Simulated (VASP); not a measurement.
A run of VASP 6.6.1 is set up as follows.

The input INCAR:

```
PREC = Accurate
ENCUT = 600
EDIFF = 1E-6
ISMEAR = 0
SIGMA = 0.1
LREAL = False
LASPH = True
NELM = 60
ALGO = Fast
ISIF = 3
LWAVE = False
LCHARG = False
GGA = PS
IBRION = 2
NSW = 100
EDIFFG = -0.002
```

Contents of KPOINTS:

```
Automatic mesh
0
Gamma
  12 12 12
```

The input POSCAR:

```
Bi
1.0
    2.2675000000      1.3091417354      3.9380000000
   -2.2675000000      1.3091417354      3.9380000000
    0.0000000000     -2.6182834708      3.9380000000
Bi
2
Direct
    0.2340000000      0.2340000000      0.2340000000
    0.7660000000      0.7660000000      0.7660000000
```

Potentials or basis: VASP PAW PBE potentials, release 64 (Bi_d).

Command:

```sh
$ cat potpaw_PBE.64/Bi_d/POTCAR > POTCAR
$ mpirun -np 1 vasp_std > vasp.out
```

Task: Estimate the relaxed volume.

Result: 34.41 Å³/atom.

Task: Estimate the band gap on the k mesh.

Result: Zero (bands 15 and 16 overlap by 0.21 eV).

Step by step:
```
step  energy change (eV)  largest force (eV/Å)  pressure (GPa)  volume (Å³)
   1              0.0000                0.1606           -0.25        70.14
   2             -0.0027                0.1278           -0.02        69.58
   3             -0.0041                0.0793            0.32        68.67
   4             -0.0054                0.0246           -0.09        69.05
   5             -0.0054                0.0076           -0.05        69.01
   6             -0.0058                0.0112           -0.02        68.94
   7             -0.0060                0.0084            0.00        68.90
   8             -0.0061                0.0025           -0.01        68.82
   9             -0.0061                0.0032            0.01        68.83
  10             -0.0061                0.0021            0.01        68.83
  11             -0.0061                0.0071           -0.01        68.86
  12             -0.0061                0.0000           -0.02        68.84
  13             -0.0061                0.0024           -0.01        68.84
  14             -0.0061                0.0007           -0.02        68.83
  15             -0.0061                0.0002           -0.02        68.83
  16             -0.0061                0.0036           -0.01        68.83
  17             -0.0061                0.0044           -0.02        68.84
  18             -0.0061                0.0009           -0.02        68.83
  19             -0.0061                0.0002           -0.01        68.83
  20             -0.0061                0.0009           -0.01        68.83
  21             -0.0061                0.0019           -0.01        68.83
  22             -0.0061                0.0004            0.00        68.83
  23             -0.0061                0.0006           -0.02        68.83
  24             -0.0061                0.0035            0.00        68.82
  25             -0.0061                0.0010            0.00        68.82
  26             -0.0061                0.0000           -0.02        68.82
  27             -0.0061                0.0001            0.01        68.82
  28             -0.0061                0.0000            0.00        68.81
  29             -0.0061                0.0000           -0.01        68.81
  30             -0.0061                0.0003            0.01        68.81
  31             -0.0061                0.0001            0.02        68.81
  32             -0.0061                0.0004            0.00        68.81
```

Caveat: the PAW data sets were made with another functional, which shifts forces and pressure a little; spin-orbit coupling is left out, which moves the levels of the heavy elements.
